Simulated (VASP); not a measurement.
# Ba (Im-3m) in VASP: further runs

Ba is run at these levels: PBE; tasks: single point.

Everything below comes from runs of VASP 6.6.1. Logs are shortened: lines on timing, memory, paths and dates and some standing lists are left out, and cuts for length are marked.

### 1 The cell of the first run

Symmetry: Im-3m, No. 229, cubic system. The conventional cell has a = 5.025 Å, b = 5.025 Å, c = 5.025 Å, α = 90.00°, β = 90.00°, γ = 90.00°. Ba (site symmetry m-3m) has 14 Ba at 4.35 to 5.02 Å within 5.7 Å.

### 2 Single point, PBE

INCAR

```
  PREC = Accurate
  ENCUT = 520
  EDIFF = 1E-7
  ISMEAR = -1
  SIGMA = 0.1
  LREAL = F
  LASPH = T
  NELM = 100
  ALGO = Normal
  ISIF = 2
  LWAVE = F
  LCHARG = F
  GGA = PE
  NBANDS = 11
```

KPOINTS

```
regular mesh
0
Gamma
  15 15 15
```

POSCAR

```
Ba
1.0
   -2.5124917513      2.5124917513      2.5124917513
    2.5124917513     -2.5124917513      2.5124917513
    2.5124917513      2.5124917513     -2.5124917513
Ba
1
Direct
    0.0000000000      0.0000000000      0.0000000000
```

Potentials or basis: VASP PAW PBE potentials, release 64 (Ba_sv).

The run is started by

```sh
$ cat potpaw_PBE.64/Ba_sv/POTCAR > POTCAR
$ mpirun -np 1 vasp_std > vasp.out
```

OUTCAR:

```text
PREC = Accurate
   ENCUT = 520
   EDIFF = 1E-7
   ISMEAR = -1
   LREAL = F
   LASPH = T
   NELM = 100
   ISIF = 2
   GGA = PE

 ion  position               nearest neighbor table
   1  0.000  0.000  0.000-

  LATTYP: Found a body centered cubic cell.
 ALAT       =     5.0249835026

  Lattice vectors:

 A1 = (  -2.5124917513,   2.5124917513,   2.5124917513)
 A2 = (   2.5124917513,  -2.5124917513,   2.5124917513)
 A3 = (   2.5124917513,   2.5124917513,  -2.5124917513)

Analysis of symmetry for initial positions (statically):
=====================================================================
 Subroutine PRICEL returns:
 Original cell was already a primitive cell.

 Routine SETGRP: Setting up the symmetry group for a
 body centered cubic supercell.

 Subroutine GETGRP returns: Found 48 space group operations
 (whereof 48 operations were pure point group operations)
 out of a pool of 48 trial point group operations.

The static configuration has the point symmetry O_h .

Analysis of symmetry for dynamics (positions and initial velocities):
=====================================================================
 Subroutine PRICEL returns:
 Original cell was already a primitive cell.

 Routine SETGRP: Setting up the symmetry group for a
 body centered cubic supercell.

 Subroutine GETGRP returns: Found 48 space group operations
 (whereof 48 operations were pure point group operations)
 out of a pool of 48 trial point group operations.

The dynamic configuration has the point symmetry O_h .

 Subroutine INISYM returns: Found 48 space group operations
 (whereof 48 operations are pure point group operations),
 and found     1 'primitive' translations

----------------------------------------------------------------------------------------

                                     Primitive cell

  volume of cell :      63.4416

  direct lattice vectors                    reciprocal lattice vectors
    -2.512491751  2.512491751  2.512491751     0.000000000  0.199005628  0.199005628
     2.512491751 -2.512491751  2.512491751     0.199005628  0.000000000  0.199005628
     2.512491751  2.512491751 -2.512491751     0.199005628  0.199005628  0.000000000

  length of vectors
     4.351763367  4.351763367  4.351763367     0.281436459  0.281436459  0.281436459

  position of ions in fractional coordinates (direct lattice)
     0.000000000  0.000000000  0.000000000

  ion indices of the primitive-cell ions
   primitive index   ion index
                 1           1
[... 77 lines left out ...]
   NFREE  =      0    steps in history (QN), initial steepest desc. (CG)
   ISIF   =      2    stress and relaxation
   ISYM   =      2    0-nonsym 1-usesym 2-fastsym
   POTIM  = 0.5000    time-step for ionic-motion
   TEBEG  =    0.0;   TEEND  =   0.0 temperature during run
   PSTRESS=    0.0 pullay stress
   NELECT =      10.0000    total number of electrons
   NUPDOWN=      -1.0000    fix difference up-down
   EMIN   =  10.00;   EMAX   =-10.00  energy-range for DOS
   EFERMI =   0.00;   METHOD = LEGACY
   ISMEAR =    -1;   SIGMA  =   0.10  broadening in eV -4-tet -1-fermi 0-gaus
   EFERMI_NEDOS =   21; number of points for ismear=-14 and -15
   IALGO  =     38    algorithm
   IMIX   =      4    mixing-type and parameters
     AMIX     =   0.40;   BMIX     =  1.00
     AMIX_MAG =   1.60;   BMIX_MAG =  1.00
  volume/ion in A,a.u.               =      63.44       428.12
  Fermi-wavevector in a.u.,A,eV,Ry     =   0.884335  1.671151 10.640416  0.782049
  Thomas-Fermi vector in A             =   2.005221
   LORBIT       =      0    0 simple, 1 ext, 2 COOP (PROOUT), +10 PAW based schemes
   GGA     = PE    functional components
   LHFCALC =     F    Hartree Fock is set to
   AEXX    =    0.0000 exact exchange contribution
   IVDW    =     0    specifies the selected vdW correction
   LEPSILON=     F    determine dielectric tensor
   LRPA    =     F    only Hartree local field effects (RPA)
 non-spin polarized calculation
  energy-cutoff  :      520.00
  volume of cell :       63.44
 maximum number of plane-waves:      1729
   NGX = 17   NGY = 17   NGZ = 17

 number of electron      10.0000000 magnetization

 Free energy of the ion-electron system (eV)
  ---------------------------------------------------
  ext. energy  EPLUGINS =         0.00000000
  ---------------------------------------------------
  free energy    TOTEN  =        -1.92902082 eV

  energy without entropy =       -1.88487063  energy(sigma->0) =       -1.90694572

 E-fermi :   1.6381     XC(G=0):  -7.3860

 val. band max:        1.6301246411   @ k =   0.2667   0.2000   0.1333
 cond. band min:       1.6710826809   @ k =  -0.3333   0.3333   0.3333
 fundamental gap:      0.0409580398
 Fermi energy:         1.6380604815

 k-point     1 :       0.0000    0.0000    0.0000
  band No.  band energies     occupation
      1     -27.2700      2.00000
      2     -12.2238      2.00000
      3     -12.2238      2.00000
      4     -12.2238      2.00000
      5      -1.1231      2.00000
      6       3.4473      0.00000
      7       3.4473      0.00000
      8       3.4473      0.00000
      9       4.8392      0.00000
     10       4.8392      0.00000
     11       8.5383      0.00000
[... 309 lines left out ...]
 k-point    24 :       0.4000    0.2000    0.0000
  band No.  band energies     occupation
      1     -27.2247      2.00000
      2     -12.6189      2.00000
      3     -12.4324      2.00000
      4     -12.2697      2.00000
      5       1.2562      1.95704
      6       2.2584      0.00404
      7       2.4552      0.00057
      8       4.6916      0.00000
      9       5.4039      0.00000
     10       6.9343      0.00000
     11       7.2962      0.00000

 [... further k-points ...]

------------------------ aborting loop because EDIFF is reached ----------------------------------------

  FORCE on cell =-STRESS in cart. coord.  units (eV):
  Direction    XX          YY          ZZ          XY          YZ          ZX
  --------------------------------------------------------------------------------------
  -------------------------------------------------------------------------------------
  Total        0.0167274      0.0167274      0.0167274      0.0000000      0.0000000      0.0000000
  in kB        0.4224407      0.4224407      0.4224407      0.0000000      0.0000000      0.0000000
  external PRESSURE =       0.4224407 kB  Pullay stress =       0.0000000 kB

 VOLUME and BASIS-vectors are now :
 -----------------------------------------------------------------------------
  energy-cutoff  :      520.00
  volume of cell :       63.44
      direct lattice vectors                 reciprocal lattice vectors
    -2.512491751  2.512491751  2.512491751     0.000000000  0.199005628  0.199005628
     2.512491751 -2.512491751  2.512491751     0.199005628  0.000000000  0.199005628
     2.512491751  2.512491751 -2.512491751     0.199005628  0.199005628  0.000000000

 POSITION                                       TOTAL-FORCE (eV/Angst)
 -----------------------------------------------------------------------------------
      0.00000      0.00000      0.00000        -0.000000      0.000000     -0.000000
 -----------------------------------------------------------------------------------
    total drift:                                0.000000      0.000000     -0.000000

  FREE ENERGIE OF THE ION-ELECTRON SYSTEM (eV)
  ---------------------------------------------------
  free  energy   TOTEN  =        -1.9290208186 eV

  energy  without entropy=       -1.8848706260  energy(sigma->0) =       -1.90694572
```

stdout:

```text
POSCAR found type information on POSCAR Ba
 POSCAR found :  1 types and       1 ions
 scaLAPACK will be used
 LDA part: xc-table for (Slater+PW92), standard interpolation
 POSCAR, INCAR and KPOINTS ok, starting setup
 FFT: planning ... GRIDC
 FFT: planning ... GRID_SOFT
 FFT: planning ... GRID
 WAVECAR not read
 entering main loop
```

Wall time 49 s (1 thread of Intel Xeon Platinum 8259CL at 2.50GHz (Skylake/Cascade Lake), shared host); peak memory 0.23 GiB.

What came out:

```
Free energy            : -1.9290 eV
Pressure               : 0.0 GPa
Band gap on the k mesh : zero (band 5 reaches 2.04 eV, above the bottom of band 6 at 1.12 eV)
```

Caveat: spin-orbit coupling is left out, which moves the levels of the heavy elements.

### 3 Single point, PBE (volume scaled by 1.04)

INCAR

```
SYSTEM = Ba
ALGO     = Normal         ! electronic algorithm
EDIFF    = 1E-6           ! SCF threshold, eV
ENCUT    = 520            ! plane-wave cutoff, eV
GGA      = PE             ! functional
ISIF     = 2              ! what is computed and relaxed
ISMEAR   = -1             ! smearing method
LASPH    = .True.         ! aspherical terms in the spheres
LCHARG   = .False.        ! write CHGCAR
LREAL    = .False.        ! projectors in reciprocal space
LWAVE    = .False.        ! write WAVECAR
NBANDS   = 11             ! bands
NELM     = 100            ! most SCF steps
PREC     = Accurate       ! precision mode
SIGMA    = 0.1            ! smearing width, eV
```

KPOINTS

```
k-points
0
Gamma
  15 15 15
  0 0 0
```

POSCAR

```
Ba
1.0
   -2.5455546448      2.5455546448      2.5455546448
    2.5455546448     -2.5455546448      2.5455546448
    2.5455546448      2.5455546448     -2.5455546448
Ba
1
Direct
    0.0000000000      0.0000000000      0.0000000000
```

Potentials or basis: VASP PAW PBE potentials, release 64 (Ba_sv).

The run is started by

```sh
$ cat potpaw_PBE.64/Ba_sv/POTCAR > POTCAR
$ mpirun -np 1 vasp_std > vasp.out
```

Run time: 66 s. Hardware: 1 thread of Intel Xeon Platinum 8259CL at 2.50GHz (Skylake/Cascade Lake), shared host; peak memory 0.25 GiB.

Results (log left out):

```
Free energy            : -1.9271 eV
Pressure               : -0.3 GPa
Band gap on the k mesh : zero (band 5 reaches 1.90 eV, above the bottom of band 6 at 1.04 eV)
```

Levels at points of the mesh, in eV from the Fermi level:
```
           k point  band 1  band 2  band 3  band 4  band 5  band 6  band 7  band 8  band 9  band 10
(0.00, 0.00, 0.00)  -28.98  -13.95  -13.95  -13.95   -2.74    1.76    1.76    1.76    3.10     3.10
```

Caveat: spin-orbit coupling is left out, which moves the levels of the heavy elements.

### 4 Single point, PBE (volume scaled by 1.08)

INCAR

```
  ALGO = Normal
  EDIFF = 1E-6
  ENCUT = 520
  GGA = PE
  ISIF = 2
  ISMEAR = -1
  LASPH = True
  LCHARG = True
  LELF = True
  LREAL = False
  LVHAR = True
  LWAVE = False
  NBANDS = 11
  NELM = 100
  PREC = Accurate
  SIGMA = 0.1
```

KPOINTS

```
k-points
0
Gamma
  15 15 15
```

POSCAR

```
Ba
1.0
   -2.5777802766      2.5777802766      2.5777802766
    2.5777802766     -2.5777802766      2.5777802766
    2.5777802766      2.5777802766     -2.5777802766
Ba
1
Direct
    0.0000000000      0.0000000000      0.0000000000
```

The run is started by

```sh
$ cat potpaw_PBE.64/Ba_sv/POTCAR > POTCAR
$ mpirun -np 1 vasp_std > vasp.out
```

Wall time 65 s (1 thread of Intel Xeon Platinum 8259CL at 2.50GHz (Skylake/Cascade Lake), shared host); peak memory 0.25 GiB.

The run converged. Its results:

* Free energy: -1.9204 eV
* Pressure: -0.6 GPa
* Band gap on the k mesh: zero (band 5 reaches 1.76 eV, above the bottom of band 6 at 0.97 eV)

Levels at points of the mesh, in eV from the Fermi level:
```csv
k point,band 2,band 3,band 4,band 5,band 6,band 7,band 8,band 9
"(0.00, 0.00, 0.00)",-14.04,-14.04,-14.04,-2.72,1.72,1.72,1.72,3.01
```

Caveat: spin-orbit coupling is left out, which moves the levels of the heavy elements.

### 5 Single point, PBE (volume scaled by 1.12)

INCAR

```
ALGO     = Normal         # electronic algorithm
EDIFF    = 1E-6           # SCF threshold, eV
ENCUT    = 520            # plane-wave cutoff, eV
GGA      = PE             # functional
ISIF     = 2              # what is computed and relaxed
ISMEAR   = -1             # smearing method
LASPH    = T              # aspherical terms in the spheres
LCHARG   = F              # write CHGCAR
LREAL    = F              # projectors in reciprocal space
LWAVE    = F              # write WAVECAR
NBANDS   = 11             # bands
NELM     = 60             # most SCF steps
PREC     = Accurate       # precision mode
SIGMA    = 0.1            # smearing width, eV
```

KPOINTS is that of step 4.

POSCAR

```
Ba
1.0
   -2.6092197199      2.6092197199      2.6092197199
    2.6092197199     -2.6092197199      2.6092197199
    2.6092197199      2.6092197199     -2.6092197199
Ba
1
Direct
    0.0000000000      0.0000000000      0.0000000000
```

Potentials or basis: VASP PAW PBE potentials, release 64 (Ba_sv).

The run is started by

```sh
$ cat potpaw_PBE.64/Ba_sv/POTCAR > POTCAR
$ mpirun -np 1 vasp_std > vasp.out
```

OUTCAR:

```text
EDIFF = 1E-6
   ENCUT = 520
   GGA = PE
   ISIF = 2
   ISMEAR = -1
   LASPH = T
   LREAL = F
   NELM = 60
   PREC = Accurate

 ion  position               nearest neighbor table
   1  0.000  0.000  0.000-

  LATTYP: Found a body centered cubic cell.
 ALAT       =     5.2184394398

  Lattice vectors:

 A1 = (  -2.6092197199,   2.6092197199,   2.6092197199)
 A2 = (   2.6092197199,  -2.6092197199,   2.6092197199)
 A3 = (   2.6092197199,   2.6092197199,  -2.6092197199)

Analysis of symmetry for initial positions (statically):
=====================================================================
 Subroutine PRICEL returns:
 Original cell was already a primitive cell.

 Routine SETGRP: Setting up the symmetry group for a
 body centered cubic supercell.

 Subroutine GETGRP returns: Found 48 space group operations
 (whereof 48 operations were pure point group operations)
 out of a pool of 48 trial point group operations.

The static configuration has the point symmetry O_h .

[... 163 lines left out ...]
 Fermi energy:         1.2863633292

 k-point     1 :       0.0000    0.0000    0.0000
  band No.  band energies     occupation
      1     -27.8306      2.00000
      2     -12.8339      2.00000
      3     -12.8339      2.00000
      4     -12.8339      2.00000
      5      -1.4079      2.00000
      6       2.9615      0.00000
      7       2.9615      0.00000
      8       2.9615      0.00000
      9       4.2106      0.00000
     10       4.2106      0.00000
     11       7.8578      0.00000
[... 309 lines left out ...]
 k-point    24 :       0.4000    0.2000    0.0000
  band No.  band energies     occupation
      1     -27.8036      2.00000
      2     -13.1047      2.00000
      3     -12.9775      2.00000
      4     -12.8649      2.00000
      5       0.9117      1.95390
      6       1.8793      0.00531
      7       1.9090      0.00394
      8       4.0508      0.00000
      9       4.6686      0.00000
     10       5.9033      0.00000
     11       6.3100      0.00000

 [... further k-points ...]

------------------------ aborting loop because EDIFF is reached ----------------------------------------

  FORCE on cell =-STRESS in cart. coord.  units (eV):
  Direction    XX          YY          ZZ          XY          YZ          ZX
  --------------------------------------------------------------------------------------
  -------------------------------------------------------------------------------------
  Total       -0.3551689     -0.3551689     -0.3551689     -0.0000000     -0.0000000      0.0000000
  in kB       -8.0085446     -8.0085446     -8.0085446     -0.0000000     -0.0000000      0.0000000
  external PRESSURE =      -8.0085446 kB  Pullay stress =       0.0000000 kB

 VOLUME and BASIS-vectors are now :
 -----------------------------------------------------------------------------
  energy-cutoff  :      520.00
  volume of cell :       71.05
      direct lattice vectors                 reciprocal lattice vectors
    -2.609219720  2.609219720  2.609219720     0.000000000  0.191628170  0.191628170
     2.609219720 -2.609219720  2.609219720     0.191628170  0.000000000  0.191628170
     2.609219720  2.609219720 -2.609219720     0.191628170  0.191628170  0.000000000

 POSITION                                       TOTAL-FORCE (eV/Angst)
 -----------------------------------------------------------------------------------
      0.00000      0.00000      0.00000         0.000000     -0.000000      0.000000
 -----------------------------------------------------------------------------------
    total drift:                               -0.000000      0.000000      0.000000

  FREE ENERGIE OF THE ION-ELECTRON SYSTEM (eV)
  ---------------------------------------------------
  free  energy   TOTEN  =        -1.9095653944 eV

  energy  without entropy=       -1.8618214004  energy(sigma->0) =       -1.88569340
```

OSZICAR:

```text
N       E                     dE             d eps       ncg     rms          rms(c)
DAV:   1     0.561118532929E+02    0.56112E+02   -0.40701E+03  2640   0.732E+02
DAV:   2     0.113702448514E+01   -0.54975E+02   -0.53510E+02  3145   0.133E+02
DAV:   3    -0.180149093103E+01   -0.29385E+01   -0.29100E+01  3351   0.330E+01
DAV:   4    -0.190352187091E+01   -0.10203E+00   -0.10173E+00  3498   0.569E+00
DAV:   5    -0.190626367909E+01   -0.27418E-02   -0.27414E-02  3620   0.777E-01    0.146E+00
DAV:   6    -0.190769128967E+01   -0.14276E-02   -0.36166E-03  3215   0.534E-01    0.869E-01
DAV:   7    -0.190938742424E+01   -0.16961E-02   -0.66531E-03  3000   0.868E-01    0.451E-02
DAV:   8    -0.190955483076E+01   -0.16741E-03   -0.32691E-04  3564   0.131E-01    0.319E-02
DAV:   9    -0.190956214997E+01   -0.73192E-05   -0.13400E-05  3385   0.328E-02    0.673E-03
DAV:  10    -0.190956543286E+01   -0.32829E-05   -0.69810E-06  3274   0.175E-02    0.110E-03
DAV:  11    -0.190956539435E+01    0.38506E-07   -0.25801E-07  1872   0.289E-03
   1 F= -.19095654E+01 E0= -.18856934E+01  d E =-.477440E-01
```

It took 73 s on 1 thread of Intel Xeon Platinum 8259CL at 2.50GHz (Skylake/Cascade Lake), shared host; peak memory 0.26 GiB.

Results:

* Free energy: -1.9096 eV
* Pressure: -0.8 GPa
* Band gap on the k mesh: zero (band 5 reaches 1.63 eV, above the bottom of band 6 at 0.90 eV)

Levels at points of the mesh, in eV from the Fermi level:
```
           k point  band 1  band 2  band 3  band 4  band 5  band 6  band 7  band 8  band 9  band 10
(0.00, 0.00, 0.00)  -29.12  -14.12  -14.12  -14.12   -2.69    1.68    1.68    1.68    2.92     2.92
```

Caveat: spin-orbit coupling is left out, which moves the levels of the heavy elements.

### 6 Summary

```tsv
cell	gap on the mesh (eV)	pressure (GPa)
a = 4.352 Å, angles 109.5°, 1 atom	none	0.0
a = 4.409 Å, angles 109.5°, 1 atom	none	-0.3
a = 4.465 Å, angles 109.5°, 1 atom	none	-0.6
a = 4.519 Å, angles 109.5°, 1 atom	none	-0.8
```

Alike in all rows: task single point; level PBE; potentials or basis VASP PAW PBE potentials, release 64 (Ba_sv); no spin polarisation; k mesh 15 × 15 × 15; cutoff (eV) 520; smearing fermi-dirac 0.1 eV.

Caveats: spin-orbit coupling is left out, which moves the levels of the heavy elements.

Total energies depend on the potentials used, so only differences within one code and one set of settings carry meaning.
